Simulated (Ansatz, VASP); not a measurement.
## Mo: VASP beside Ansatz

```xyz
1
Lattice="-1.5647 1.5647 1.5647 1.5647 -1.5647 1.5647 1.5647 1.5647 -1.5647" Properties=species:S:1:pos:R:3 pbc="T T T"
Mo    0.0000    0.0000    0.0000
```

Alike in both runs: task single point; functional r2SCAN; k mesh 18 × 18 × 18; occupations gaussian, width 0.1 eV; no spin polarisation.

```csv
,VASP,Ansatz
version,VASP 6.6.1,Ansatz 0.2.0
potentials or method,"VASP PAW PBE potentials, release 64 (Mo_sv), cutoff 520 eV","scalar-relativistic, plane waves, PAW"
valence electrons in the cell,14,14
```

Ansatz gave:

- gap on the k mesh at the Fermi level (eV): none
- pressure (GPa): 5.7

Q: Which values does VASP return?

A: gap on the k mesh at the Fermi level (eV): none; pressure (GPa): 6.9.

VASP's potentials were made for PBE, not for r2SCAN. A gap of «none» marks a metal or a gap that the smearing closes. The functional is the same, so the differences come from potentials, cutoffs and numerics.
